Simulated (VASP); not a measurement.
## SiC: single point with r2SCAN

The system is SiC.

```
CELL_PARAMETERS angstrom
2.98352 0.00000 0.00000
-1.49176 2.58380 0.00000
0.00000 0.00000 4.89256
ATOMIC_POSITIONS crystal
Si 0.33333 0.66667 0.49958
Si 0.66667 0.33333 0.99958
C 0.33333 0.66667 0.87542
C 0.66667 0.33333 0.37542
```

```yaml
Program: VASP 6.6.1
Task: single point
Functional: r2SCAN
Potentials_or_basis: VASP PAW PBE potentials, release 64 (Si, C)
Cutoff: 520 eV
k_mesh: 12 × 12 × 6
Occupations: gaussian, width 0.02 eV
Spin: no spin polarisation
Dipole_correction: no
Further_INCAR_settings: ALGO = Normal; EDIFF = 1e-07; NBANDS = 16
```

```
Pressure               : 24.7 GPa
Largest force          : 0.004 eV/Å
Band gap on the k mesh : 2.52 eV, indirect (least direct gap 4.69 eV)
```

Forces on the atoms (eV/Å):
```
Si   0.000  0.000  0.004
Si   0.000  0.000  0.004
C    0.000  0.000 -0.004
C    0.000  0.000 -0.004
```

Levels at points of the mesh, in eV from the valence-band top:
| k point | band 6 | band 7 | band 8 | band 9 | band 10 | band 11 |
| --- | --- | --- | --- | --- | --- | --- |
| (0.00, 0.00, 0.00) | -0.11 | 0.00 | 0.00 | 6.22 | 7.80 | 7.80 |
| (0.50, 0.00, 0.00) | -3.67 | -3.62 | -1.28 | 3.42 | 4.79 | 8.04 |
| (0.00, 0.00, 0.50) | -0.77 | -0.77 | -0.77 | 7.35 | 7.35 | 8.44 |
| (0.50, 0.00, 0.50) | -2.69 | -2.53 | -2.53 | 3.95 | 3.95 | 6.25 |

Run time: 100 s on 1 thread of AMD EPYC 9R45 96-Core Processor (Zen 5) (shared host), peak memory 0.15 GiB.

Caveat: the PAW data sets were made with another functional, which shifts forces and pressure a little. A k mesh can miss the band edges.
